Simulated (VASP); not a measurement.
Wanted: the native input for a VASP 6.6.1 run.

```
Task                   : single point
Functional             : LDA
Potentials or basis    : VASP PAW LDA potentials, release 64 (Ag, Cl)
Cutoff                 : 520 eV
k mesh                 : 8 × 8 × 8
Occupations            : fermi-dirac, width 0.05 eV
Spin                   : no spin polarisation
Dipole correction      : no
Further INCAR settings : ALGO = Normal; EDIFF = 1e-07; NBANDS = 16
```

The structure of AgCl (Chlorargyrite) lies in POSCAR:

```
AgCl
1.0
    0.0000000000      2.7166437422      2.7166437422
    2.7166437422      0.0000000000      2.7166437422
    2.7166437422      2.7166437422      0.0000000000
Ag Cl
1 1
Direct
    0.0000000000      0.0000000000      0.0000000000
    0.5000000000      0.5000000000      0.5000000000
```

This cell differs from its parent crystal: volume scaled by 0.98.

These files were run (other wordings do the same):

INCAR

```
SYSTEM = AgCl
ALGO = Normal
EDIFF = 1E-7
ENCUT = 520
ISIF = 2
ISMEAR = -1
LASPH = .True.
LCHARG = .False.
LREAL = .False.
LWAVE = .False.
NBANDS = 16
NELM = 100
PREC = Accurate
SIGMA = 0.05
```

KPOINTS

```
k-points
0
Gamma
  8 8 8
  0 0 0
```

Potentials or basis: VASP PAW LDA potentials, release 64 (Ag, Cl).

The run is started by

```sh
$ cat potpaw_LDA.64/Ag/POTCAR potpaw_LDA.64/Cl/POTCAR > POTCAR
$ mpirun -np 1 vasp_std > vasp.out
```

Results of the run:

```
Pressure               : -2.7 GPa
Band gap on the k mesh : 0.64 eV, indirect (least direct gap 3.19 eV)
```

It used 26 s of CPU time on 1 thread of AMD EPYC 7R13 Processor (Zen 3), on a shared host.
